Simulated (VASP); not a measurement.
Runs of VASP 6.6.1 on Pt. The structure is that of space group R-3m (No. 166), or close to it. The cells are those of the table. 

| level | cell | gap on the mesh (eV) | pressure (GPa) |
| --- | --- | --- | --- |
| PBEsol | a = 2.673, b = 2.673, c = 2.821 Å, angles 90.0, 61.7, 120.0°, 1 atom | none | 10.7 |
| PBEsol | a = 2.673, b = 2.673, c = 2.823 Å, angles 90.0, 61.7, 120.0°, 1 atom | none | 10.4 |
| PBE | a = 2.673, b = 2.673, c = 2.885 Å, angles 90.0, 62.4, 120.0°, 1 atom | none | 13.4 |
| PBE | a = 2.673, b = 2.673, c = 2.821 Å, angles 90.0, 61.7, 120.0°, 1 atom | none | (a) |

Alike in all rows: task single point; potentials or basis VASP PAW PBE potentials, release 64 (Pt); no spin polarisation; k mesh 15 × 15 × 15; cutoff (eV) 500; smearing gaussian 0.1 eV.

Q: Fill in the values left out.

A: (a) 22.0.

Caveats: spin-orbit coupling is left out, which moves the levels of the heavy elements; the PAW data sets were made with another functional, which shifts forces and pressure a little (some runs).

A k mesh can miss the band edges, and the runs leave out spin-orbit coupling on Pt.

A gap of «none» marks levels without a gap at the run's occupations.
